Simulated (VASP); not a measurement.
## GaMo: single point with PBE

GaMo:

```
Ga Mo
1.0
     2.72546    0.00000    0.00000
     0.00000    2.72546    0.00000
     0.00000    0.00000    4.14511
Ga Mo
1 1
Cartesian
  1.3627 1.3627 2.0726
  0.0000 0.0000 0.0000
```

```json
{
 "Program": "VASP 6.6.1",
 "Task": "single point",
 "Functional": "PBE",
 "Potentials or basis": "VASP PAW PBE potentials, release 64 (Ga_d, Mo_sv)",
 "Cutoff": "520 eV",
 "k mesh": "6 × 6 × 5",
 "Occupations": "gaussian, width 0.2 eV",
 "Spin": "no spin polarisation"
}
```

The pressure is 0.3 GPa.

Stress tensor (GPa, compression positive):
```
0.14 0.00 0.00
0.00 0.14 0.00
0.00 0.00 0.51
```

Levels at points of the mesh, in eV from the Fermi level:
| k point | band 9 | band 10 | band 11 | band 12 | band 13 | band 14 | band 15 | band 16 | band 17 | band 18 |
| --- | --- | --- | --- | --- | --- | --- | --- | --- | --- | --- |
| (0.00, 0.00, 0.00) | -14.85 | -11.04 | -4.02 | -3.75 | -1.47 | 1.19 | 1.19 | 2.78 | 6.04 | 8.32 |
| (0.50, 0.00, 0.00) | -14.85 | -5.98 | -5.83 | -4.32 | -2.83 | 0.04 | 1.62 | 4.55 | 5.22 | 6.36 |
| (0.50, 0.50, 0.00) | -14.70 | -5.77 | -2.02 | -2.02 | -1.01 | -1.01 | -0.89 | 2.69 | 4.52 | 4.67 |

It took 8.1 s on 1 thread of AMD EPYC 9R45 96-Core Processor (Zen 5) (shared host), peak memory 0.12 GiB.

Caveat: the k points lie up to 0.38 Å⁻¹ apart.
